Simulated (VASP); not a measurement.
Input of a VASP 6.6.1 run:

File POSCAR:

```
CdHgS2
1.0
    4.1808544805      0.0000000000      0.0000000000
    0.0000000000      4.1808544805      0.0000000000
    0.0000000000      0.0000000000      5.8842973448
Cd S Hg
1 2 1
Direct
    0.0000000000      0.0000000000      0.0000000000
    0.0000000000      0.5000000000      0.2465594813
    0.5000000000      0.0000000000      0.7534405187
    0.5000000000      0.5000000000      0.5000000000
```

File INCAR.step1:

```
PREC = Accurate
ENCUT = 520
ISMEAR = 0
SIGMA = 0.01
LREAL = False
LASPH = True
NELM = 100
NBANDS = 26
GGA = PE
ALGO = Normal
EDIFF = 1E-4
LWAVE = True
LCHARG = False
```

The input INCAR.step2:

```
PREC = Accurate
ENCUT = 520
EDIFF = 1E-6
ISMEAR = 0
SIGMA = 0.01
LREAL = False
LASPH = True
NELM = 100
ALGO = Normal
ISIF = 2
LWAVE = False
LCHARG = True
METAGGA = R2SCAN
LMIXTAU = True
LELF = True
LVHAR = True
NBANDS = 26
ISTART = 1
```

KPOINTS

```
Automatic mesh
0
Gamma
  6 6 4
```

Potentials or basis: VASP PAW PBE potentials, release 64 (Cd, S, Hg).

The run is started by

```console
$ cat potpaw_PBE.64/Cd/POTCAR potpaw_PBE.64/S/POTCAR potpaw_PBE.64/Hg/POTCAR > POTCAR
$ cp INCAR.step1 INCAR
$ mpirun -np 1 vasp_std > vasp.out
$ cp INCAR.step2 INCAR
$ mpirun -np 1 vasp_std > vasp.out
```

**Question.** Estimate the pressure.

**Answer.** 0.3 GPa.

**Question.** Estimate the largest force.

**Answer.** 0.004 eV/Å.

Forces in eV/Å, atoms in the order of the input:
```
Cd   0.000  0.000  0.000
S    0.000  0.000  0.004
S    0.000  0.000 -0.004
Hg   0.000  0.000  0.000
```

Caveat: the PAW data sets were made with another functional, which shifts forces and pressure a little.
